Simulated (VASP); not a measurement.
Hg, 1 atom in the cell. The structure is trigonal, space group R-3m (No. 166). Conventional cell: a = 3.460 Å, b = 3.460 Å, c = 6.702 Å, α = 90.00°, β = 90.00°, γ = 120.00°. Hg (site symmetry -3m) has 12 Hg at 3.00 to 3.46 Å within 3.9 Å. 

| Item | Value |
| --- | --- |
| Program | VASP 6.6.1 |
| Task | electric field gradients |
| Functional | LDA |
| Potentials or basis | VASP PAW LDA potentials, release 64 (Hg) |
| Cutoff | 400 eV |
| k mesh | 12 × 12 × 12 |
| Occupations | fermi-dirac, width 0.03 eV |
| Spin | no spin polarisation |
| Dipole correction | no |
| Further INCAR settings | ALGO = Normal; EDIFF = 1e-08; NBANDS = 12 |

Potentials or basis: VASP PAW LDA potentials, release 64 (Hg).

Launch:

```console
$ cat potpaw_LDA.64/Hg/POTCAR > POTCAR
$ mpirun -np 1 vasp_std > vasp.out
```

Hardware: 1 thread of Intel Xeon 8259CL, with other jobs on the host.

Task: How long does it take, and how much memory?

Result: It took 36 s on 1 thread of Intel Xeon 8259CL, with other jobs on the host, peak memory 0.14 GiB. Counts: scf iterations 11, k points 189.
